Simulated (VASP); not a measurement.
# Tl (P6_3/mmc) in VASP: a series of runs, part 2 of 2

VASP 6.6.1.

### Step 4. Single point, LDA

This run uses another cell than the first one, of 27.43 Å³/atom.

INCAR

```
SYSTEM = Tl
ALGO     = Fast           ! electronic algorithm
EDIFF    = 1E-6           ! SCF threshold, eV
ENCUT    = 520            ! plane-wave cutoff, eV
GGA      = CA             ! functional
ISIF     = 2              ! what is computed and relaxed
ISMEAR   = -1             ! smearing method
LASPH    = .TRUE.         ! aspherical terms in the spheres
LCHARG   = .FALSE.        ! write CHGCAR
LREAL    = .FALSE.        ! projectors in reciprocal space
LWAVE    = .FALSE.        ! write WAVECAR
NBANDS   = 20             ! bands
NELM     = 100            ! most SCF steps
PREC     = Accurate       ! precision mode
SIGMA    = 0.05           ! smearing width, eV
```

KPOINTS

```
k-points
0
G
  9 9 5
  0 0 0
```

POSCAR

```
Tl
1.0
    3.4092915716      0.0000000000      0.0000000000
   -1.7046457858      2.9525331099      0.0000000000
    0.0000000000      0.0000000000      5.4503286843
Tl
2
Direct
    0.6666666667      0.3333333333      0.7500000000
    0.3333333333      0.6666666667      0.2500000000
```

Potentials or basis: VASP PAW LDA potentials, release 64 (Tl_d).

Launch:

```bash
cat potpaw_LDA.64/Tl_d/POTCAR > POTCAR
mpirun -np 1 vasp_std > vasp.out
```

OUTCAR:

```text
SYSTEM = Tl
   EDIFF = 1E-6
   ENCUT = 520
   GGA = CA
   ISIF = 2
   ISMEAR = -1
   LASPH = .TRUE.
   LREAL = .FALSE.
   NELM = 100
   PREC = Accurate

 ion  position               nearest neighbor table
   1  0.667  0.333  0.750-   2 3.36   2 3.36   2 3.36   2 3.36   2 3.36   2 3.36
   2  0.333  0.667  0.250-   1 3.36   1 3.36   1 3.36   1 3.36   1 3.36   1 3.36

  LATTYP: Found a hexagonal cell.
 ALAT       =     3.4092915716
 C/A-ratio  =     1.5986689815

  Lattice vectors:

 A1 = (   3.4092915716,   0.0000000000,   0.0000000000)
 A2 = (  -1.7046457858,   2.9525331099,   0.0000000000)
 A3 = (   0.0000000000,   0.0000000000,   5.4503286843)

Analysis of symmetry for initial positions (statically):
=====================================================================
 Subroutine PRICEL returns:
 Original cell was already a primitive cell.

 Routine SETGRP: Setting up the symmetry group for a
 hexagonal supercell.

 Subroutine GETGRP returns: Found 24 space group operations
 (whereof 12 operations were pure point group operations)
 out of a pool of 24 trial point group operations.

The static configuration has the point symmetry D_3d.
 The point group associated with its full space group is D_6h.

Analysis of symmetry for dynamics (positions and initial velocities):
=====================================================================
 Subroutine PRICEL returns:
 Original cell was already a primitive cell.

 Routine SETGRP: Setting up the symmetry group for a
 hexagonal supercell.

 Subroutine GETGRP returns: Found 24 space group operations
 (whereof 12 operations were pure point group operations)
 out of a pool of 24 trial point group operations.

The dynamic configuration has the point symmetry D_3d.
 The point group associated with its full space group is D_6h.

 Subroutine INISYM returns: Found 24 space group operations
 (whereof 12 operations are pure point group operations),
 and found     1 'primitive' translations

----------------------------------------------------------------------------------------

                                     Primitive cell

  volume of cell :      54.8633

  direct lattice vectors                    reciprocal lattice vectors
     3.409291572  0.000000000  0.000000000     0.293316068  0.169346111  0.000000000
    -1.704645786  2.952533110  0.000000000     0.000000000  0.338692222  0.000000000
     0.000000000  0.000000000  5.450328684     0.000000000  0.000000000  0.183475173

  length of vectors
     3.409291572  3.409291572  5.450328684     0.338692222  0.338692222  0.183475173

  position of ions in fractional coordinates (direct lattice)
     0.666666667  0.333333333  0.750000000
     0.333333333  0.666666667  0.250000000

  ion indices of the primitive-cell ions
   primitive index   ion index
                 1           1
                 2           2

----------------------------------------------------------------------------------------

 KPOINTS: k-points

Automatic generation of k-mesh.
 Grid dimensions read from file:
 generate k-points for:    9    9    5

 Generating k-lattice:

  Cartesian coordinates                     Fractional coordinates (reciprocal lattice)
     0.032590674  0.018816235  0.000000000     0.111111111  0.000000000  0.000000000
     0.000000000  0.037632469  0.000000000     0.000000000  0.111111111  0.000000000
     0.000000000  0.000000000  0.036695035     0.000000000  0.000000000  0.200000000

  Length of vectors
     0.037632469  0.037632469  0.036695035

  Shift w.r.t. Gamma in fractional coordinates (k-lattice)
     0.000000000  0.000000000  0.000000000

 Subroutine IBZKPT returns following result:
 ===========================================

 Found     36 irreducible k-points:

 Following reciprocal coordinates:
            Coordinates               Weight
  0.000000  0.000000  0.000000      1.000000
  0.111111  0.000000  0.000000      6.000000
  0.222222  0.000000  0.000000      6.000000
  0.333333 -0.000000  0.000000      6.000000
  0.444444  0.000000  0.000000      6.000000
  0.111111  0.111111  0.000000      6.000000
[... 16 lines left out ...]
  0.333333  0.222222  0.200000     24.000000
  0.333333  0.333333  0.200000      4.000000
 [... further k-points ...]
   k-points           NKPTS =     36   k-points in BZ     NKDIM =     36   number of bands    NBANDS=     20
   number of dos      NEDOS =    301   number of ions     NIONS =      2
   total plane-waves  NPLWV =  32928
   dimension x,y,z NGX =    28 NGY =   28 NGZ =   42
   dimension x,y,z NGXF=    56 NGYF=   56 NGZF=   84
   ions per type =               2
   NGX,Y,Z   is equivalent  to a cutoff of  13.65, 13.65, 12.81 a.u.
   NGXF,Y,Z  is equivalent  to a cutoff of  27.31, 27.31, 25.62 a.u.
 SYSTEM =  Tl
   PREC   = accura    normal or accurate (medium, high low for compatibility)
   ISTART =      0    job   : 0-new  1-cont  2-samecut
   ICHARG =      2    charge: 1-file 2-atom 10-const
   ISPIN  =      1    spin polarized calculation?
   LNONCOLLINEAR =      F non collinear calculations
   LSORBIT =      F    spin-orbit coupling
   LASPH  =      T    aspherical Exc in radial PAW
   ENCUT  =  520.0 eV  38.22 Ry    6.18 a.u.   6.34  6.34 10.13*2*pi/ulx,y,z
   NELM   =    100;   NELMIN=  2; NELMDL= -5     # of ELM steps
   EDIFF  = 0.1E-05   stopping-criterion for ELM
   LREAL  =      F    real-space projection
   EDIFFG = 0.1E-04   stopping-criterion for IOM
   NSW    =      0    number of steps for IOM
   IBRION =     -1    ionic relax: 0-MD 1-quasi-New 2-CG
   NFREE  =      0    steps in history (QN), initial steepest desc. (CG)
   ISIF   =      2    stress and relaxation
   ISYM   =      2    0-nonsym 1-usesym 2-fastsym
   POTIM  = 0.5000    time-step for ionic-motion
   TEBEG  =    0.0;   TEEND  =   0.0 temperature during run
   PSTRESS=    0.0 pullay stress
   NELECT =      26.0000    total number of electrons
   NUPDOWN=      -1.0000    fix difference up-down
   EMIN   =  10.00;   EMAX   =-10.00  energy-range for DOS
   EFERMI =   0.00;   METHOD = LEGACY
   ISMEAR =    -1;   SIGMA  =   0.05  broadening in eV -4-tet -1-fermi 0-gaus
   EFERMI_NEDOS =   21; number of points for ismear=-14 and -15
   IALGO  =     68    algorithm
   IMIX   =      4    mixing-type and parameters
     AMIX     =   0.40;   BMIX     =  1.00
     AMIX_MAG =   1.60;   BMIX_MAG =  1.00
  volume/ion in A,a.u.               =      27.43       185.12
  Fermi-wavevector in a.u.,A,eV,Ry     =   1.276357  2.411964 22.165068  1.629087
  Thomas-Fermi vector in A             =   2.409017
   LORBIT       =      0    0 simple, 1 ext, 2 COOP (PROOUT), +10 PAW based schemes
   GGA     = CA    functional components
   LHFCALC =     F    Hartree Fock is set to
   AEXX    =    0.0000 exact exchange contribution
   IVDW    =     0    specifies the selected vdW correction
   LEPSILON=     F    determine dielectric tensor
   LRPA    =     F    only Hartree local field effects (RPA)
 non-spin polarized calculation
 RMM-DIIS sequential band-by-band and
  energy-cutoff  :      520.00
  volume of cell :       54.86
 maximum number of plane-waves:      1496
 NGX is ok and might be reduce to    28
   NGX = 13   NGY = 13   NGZ = 21

 number of electron      25.9999997 magnetization

 Free energy of the ion-electron system (eV)
  ---------------------------------------------------
  ext. energy  EPLUGINS =         0.00000000
  ---------------------------------------------------
  free energy    TOTEN  =        -5.84714900 eV

  energy without entropy =       -5.83230314  energy(sigma->0) =       -5.83972607

 E-fermi :   6.7149     XC(G=0): -10.7108

 val. band max:        6.7093048179   @ k =   0.2222   0.2222   0.4000
 cond. band min:       6.7540643370   @ k =   0.2222   0.1111   0.2000
 fundamental gap:      0.0447595191
 Fermi energy:         6.7149241559

 k-point     1 :       0.0000    0.0000    0.0000
  band No.  band energies     occupation
      1      -5.1195      2.00000
      2      -4.8426      2.00000
      3      -4.8218      2.00000
      4      -4.8218      2.00000
      5      -4.7608      2.00000
      6      -4.7608      2.00000
[... 12 lines left out ...]
     19      17.8459      0.00000
     20      17.9561      0.00000
[... 507 lines left out ...]
 k-point    24 :       0.3333    0.3333    0.2000
  band No.  band energies     occupation
      1      -5.0620      2.00000
      2      -4.9358      2.00000
      3      -4.9358      2.00000
      4      -4.6891      2.00000
      5      -4.6883      2.00000
      6      -4.6883      2.00000
[... 12 lines left out ...]
     19      14.4833      0.00000
     20      22.0494      0.00000

 [... further k-points ...]

------------------------ aborting loop because EDIFF is reached ----------------------------------------

  FORCE on cell =-STRESS in cart. coord.  units (eV):
  Direction    XX          YY          ZZ          XY          YZ          ZX
  --------------------------------------------------------------------------------------
  -------------------------------------------------------------------------------------
  Total       -0.1464816     -0.1464816      0.3702550      0.0000000     -0.0000000     -0.0000000
  in kB       -4.2777156     -4.2777156     10.8125942      0.0000000     -0.0000000     -0.0000000
  external PRESSURE =       0.7523877 kB  Pullay stress =       0.0000000 kB

 VOLUME and BASIS-vectors are now :
 -----------------------------------------------------------------------------
  energy-cutoff  :      520.00
  volume of cell :       54.86
      direct lattice vectors                 reciprocal lattice vectors
     3.409291572  0.000000000  0.000000000     0.293316068  0.169346111  0.000000000
    -1.704645786  2.952533110  0.000000000     0.000000000  0.338692222  0.000000000
     0.000000000  0.000000000  5.450328684     0.000000000  0.000000000  0.183475173

 POSITION                                       TOTAL-FORCE (eV/Angst)
 -----------------------------------------------------------------------------------
      1.70465      0.98418      4.08775         0.000000     -0.000000      0.000000
     -0.00000      1.96836      1.36258        -0.000000      0.000000      0.000000
 -----------------------------------------------------------------------------------
    total drift:                               -0.000000      0.000000      0.000000

  FREE ENERGIE OF THE ION-ELECTRON SYSTEM (eV)
  ---------------------------------------------------
  free  energy   TOTEN  =        -5.8471490025 eV

  energy  without entropy=       -5.8323031361  energy(sigma->0) =       -5.83972607
```

Wall time 12 s (1 thread of Intel Xeon 6975P-C (Granite Rapids), shared host); peak memory 0.17 GiB.

Results:

```
Free energy            : -5.8471 eV
Pressure               : 0.1 GPa
Band gap on the k mesh : zero (bands 13 and 14 overlap by 3.88 eV)
```

Stress tensor (GPa, compression positive):
```
-0.43  0.00  0.00
 0.00 -0.43  0.00
 0.00  0.00  1.08
```

Levels at points of the mesh, in eV from the Fermi level:
| k point | band 10 | band 11 | band 12 | band 13 | band 14 | band 15 | band 16 | band 17 |
| --- | --- | --- | --- | --- | --- | --- | --- | --- |
| (0.00, 0.00, 0.00) | -11.03 | -10.33 | -5.08 | -3.00 | 8.22 | 8.22 | 10.40 | 10.40 |

Caveat: spin-orbit coupling is left out, which moves the levels of the heavy elements.

### Step 5. Summary

```csv
level,potentials or basis,spin,cell,k mesh,gap on the mesh (eV),pressure (GPa)
LDA,"VASP PAW LDA potentials, release 64 (Tl_d)","non-collinear, zero start, SOC","a = 3.456, b = 3.456, c = 5.525 Å, angles 90.0, 90.0, 120.0°, 2 atoms",7 × 7 × 4,-,-2.0
PBE,"VASP PAW PBE potentials, release 64 (Tl_d)",off,"a = 3.385, b = 3.385, c = 5.412 Å, angles 90.0, 90.0, 120.0°, 2 atoms",9 × 9 × 5,none,6.5
LDA,"VASP PAW LDA potentials, release 64 (Tl_d)",off,"a = 3.409, b = 3.409, c = 5.450 Å, angles 90.0, 90.0, 120.0°, 2 atoms",9 × 9 × 5,none,0.1
```

Alike in all rows: task single point; cutoff (eV) 520; smearing fermi-dirac 0.05 eV.

Caveats: spin-orbit coupling is left out, which moves the levels of the heavy elements (at least some runs); the cell stands under pressure (at least some runs).

Absolute energies hang on the potentials; compare differences alone.
